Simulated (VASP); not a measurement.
Set up this calculation in VASP 6.6.1, as the native input.

```yaml
Task: single point
Functional: PBE
Potentials_or_basis: VASP PAW PBE potentials, release 64 (Te, Mo_sv)
Cutoff: 520 eV
k_mesh: 12 × 12 × 2
Occupations: gaussian, width 0.05 eV
Spin: no spin polarisation
Dipole_correction: no
Further_INCAR_settings: ALGO = Normal; EDIFF = 1e-06; NBANDS = 35
```

The structure of Te2Mo lies in POSCAR:

```
Te2Mo
1.0
    3.5570664331      0.0000000000      0.0000000000
   -1.7785332165      3.0805098940      0.0000000000
    0.0000000000      0.0000000000     15.2047186580
Te Mo
4 2
Direct
    0.3576799521      0.7153599042      0.6310943552
    0.6666666667      0.3333333333      0.1310943552
    0.3333333333      0.6666666667      0.8689056448
    0.6666666667      0.3333333333      0.3689056448
    0.3333333333      0.6666666667      0.2500000000
    0.6666666667      0.3333333333      0.7500000000
```

This cell differs from its parent crystal: atom 1 (Te) moved by (+0.150, +0.000) A along y and z.

These files were run (other wordings do the same):

INCAR

```
  ALGO = Normal
  EDIFF = 1E-6
  ENCUT = 520
  GGA = PE
  ISIF = 2
  ISMEAR = 0
  LASPH = T
  LCHARG = F
  LREAL = F
  LWAVE = F
  NBANDS = 35
  NELM = 60
  PREC = Accurate
  SIGMA = 0.05
```

KPOINTS

```
k-points
0
Gamma
  12 12 2
```

Potentials or basis: VASP PAW PBE potentials, release 64 (Te, Mo_sv).

Run with:

```sh
$ cat potpaw_PBE.64/Te/POTCAR potpaw_PBE.64/Mo_sv/POTCAR > POTCAR
$ mpirun -np 1 vasp_std > vasp.out
```

Results of the run:

The pressure is 0.2 GPa and the largest force is 1.097 eV/Å. The band gap on the k mesh is 0.99 eV, indirect (least direct gap 1.02 eV).

Caveat: the cell differs from its parent crystal (atom 1 (Te) moved by (+0.150, +0.000) A along y and z); spin-orbit coupling is left out, which moves the levels of the heavy elements; this functional lacks dispersion, which binds the layers, so the pressure and a relaxed spacing across them are unreliable; forces of over 1 eV/Å act on the atoms, so gaps and moduli don't describe the material at rest.

It took 6.8 min on 1 thread of Intel(R) Xeon(R) Platinum 8559C (Emerald Rapids), on a shared host, peak memory 0.56 GiB.
